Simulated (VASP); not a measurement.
A run of VASP 6.6.1:

Contents of INCAR:

```
ALGO = Normal
EDIFF = 1E-6
ENCUT = 520
GGA = RE
ISIF = 2
ISMEAR = -1
LASPH = T
LCHARG = F
LREAL = F
LWAVE = F
NBANDS = 13
NELM = 60
PREC = Accurate
SIGMA = 0.1
```

Contents of KPOINTS:

```
k-points
0
Gamma
  18 18 18
```

POSCAR

```
Pb
1.0
    0.0000000000      2.4351718892      2.4351718892
    2.4351718892      0.0000000000      2.4351718892
    2.4351718892      2.4351718892      0.0000000000
Pb
1
Direct
    0.0000000000      0.0000000000      0.0000000000
```

Potentials or basis: VASP PAW PBE potentials, release 64 (Pb_d).

The run is started by

```sh
$ cat potpaw_PBE.64/Pb_d/POTCAR > POTCAR
$ mpirun -np 1 vasp_std > vasp.out
```

Hardware: 1 thread of Intel(R) Xeon(R) 6975P-C (Granite Rapids), with other jobs on the host.

Question: How long does it take, and how much memory?

Answer: Run time: 40 s on 1 thread of Intel(R) Xeon(R) 6975P-C (Granite Rapids) (shared host), peak memory 0.2 GiB. Counts: scf iterations 11, k points 195.
